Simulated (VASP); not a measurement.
Here is a VASP 6.6.1 calculation.

The input INCAR:

```
SYSTEM = Cu
ALGO = Normal
EDIFF = 1E-7
ENCUT = 520
GGA = PS
ISIF = 2
ISMEAR = -1
LASPH = .True.
LCHARG = .False.
LREAL = .False.
LWAVE = .False.
NBANDS = 12
NELM = 60
PREC = Accurate
SIGMA = 0.05
```

The input KPOINTS:

```
k-points
0
Gamma
  14 14 14
  0 0 0
```

The input POSCAR:

```
Cu
1.0
   -1.4617792957      1.4617792957      1.3941894056
    1.4617792957     -1.4617792957      1.3941894056
    1.4617792957      1.4617792957     -1.3941894056
Cu
1
Direct
    0.0000000000      0.0000000000      0.0000000000
```

Potentials or basis: VASP PAW PBE potentials, release 64 (Cu).

Command:

```sh
$ cat potpaw_PBE.64/Cu/POTCAR > POTCAR
$ mpirun -np 1 vasp_std > vasp.out
```

(1) Predict the pressure.

Answers

(1) -6.4 GPa.

Caveat: the PAW data sets were made with another functional, which shifts forces and pressure a little.
